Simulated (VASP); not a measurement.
A run of VASP 6.6.1 is set up as follows.

Contents of INCAR:

```
SYSTEM = Al
ALGO = Normal
EDIFF = 1E-6
ENCUT = 520
GGA = CA
ISIF = 2
ISMEAR = 0
LASPH = .True.
LCHARG = .False.
LREAL = .False.
LWAVE = .False.
NBANDS = 8
NELM = 100
PREC = Accurate
SIGMA = 0.15
```

File KPOINTS:

```
k-points
0
Gamma
  20 20 20
  0 0 0
```

Contents of POSCAR:

```
Al
1.0
    0.0000000000      2.0644596000      2.0239800000
    2.0239800000      0.0000000000      2.0239800000
    2.0239800000      2.0644596000      0.0000000000
Al
1
Direct
    0.0000000000      0.0000000000      0.0000000000
```

Potentials or basis: VASP PAW LDA potentials, release 64 (Al).

Run with:

```sh
$ cat potpaw_LDA.64/Al/POTCAR > POTCAR
$ mpirun -np 1 vasp_std > vasp.out
```

Question: Predict the pressure.

Answer: -4.8 GPa.

Stress tensor (GPa, compression positive):
```
-4.53  0.00  0.00
 0.00 -5.38  0.00
 0.00  0.00 -4.53
```

Caveat: the cell differs from its parent crystal (strain +0.0200 x Voigt [0, 1, 0, 0, 0, 0]).
